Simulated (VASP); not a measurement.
Write the native input for VASP 6.6.1 that does the following.

| Property | Result |
| --- | --- |
| Task | electric field gradients |
| Functional | PBE |
| Potentials or basis | VASP PAW PBE potentials, release 64 (Sb) |
| Cutoff | 520 eV |
| k mesh | 19 × 19 × 19 |
| Occupations | fermi-dirac, width 0.05 eV |
| Spin | no spin polarisation |
| Dipole correction | no |
| Further INCAR settings | ALGO = Normal; EDIFF = 1e-08; NBANDS = 8 |

The structure of Sb lies in POSCAR:

```
Sb
1.0
   -1.4749000000      1.4749000000      2.4800000000
    1.4749000000     -1.4749000000      2.4800000000
    1.4749000000      1.4749000000     -2.4800000000
Sb
1
Direct
    0.0000000000      0.0000000000      0.0000000000
```

This cell differs from its parent crystal: equal xx and yy strain of -2 %.

The input as run:

INCAR

```
ALGO = Normal
EDIFF = 1E-8
ENCUT = 520
GGA = PE
ISIF = 2
ISMEAR = -1
LASPH = True
LCHARG = False
LEFG = True
LREAL = False
LWAVE = False
NBANDS = 8
NELM = 100
PREC = Accurate
SIGMA = 0.05
```

KPOINTS

```
k-points
0
Gamma
  19 19 19
```

Potentials or basis: VASP PAW PBE potentials, release 64 (Sb).

The run is started by

```console
$ cat potpaw_PBE.64/Sb/POTCAR > POTCAR
$ mpirun -np 1 vasp_std > vasp.out
```

Results of the run:

```
Pressure : 25.6 GPa
```

Caveat: the cell differs from its parent crystal (equal xx and yy strain of -2 %); without QUAD_EFG the Cq values of the log hold for a quadrupole moment of 1 mb, not for the nuclei.

Run time: 30 s on 1 thread of Intel(R) Xeon(R) 6975P-C (Granite Rapids) (shared host), peak memory 0.21 GiB.
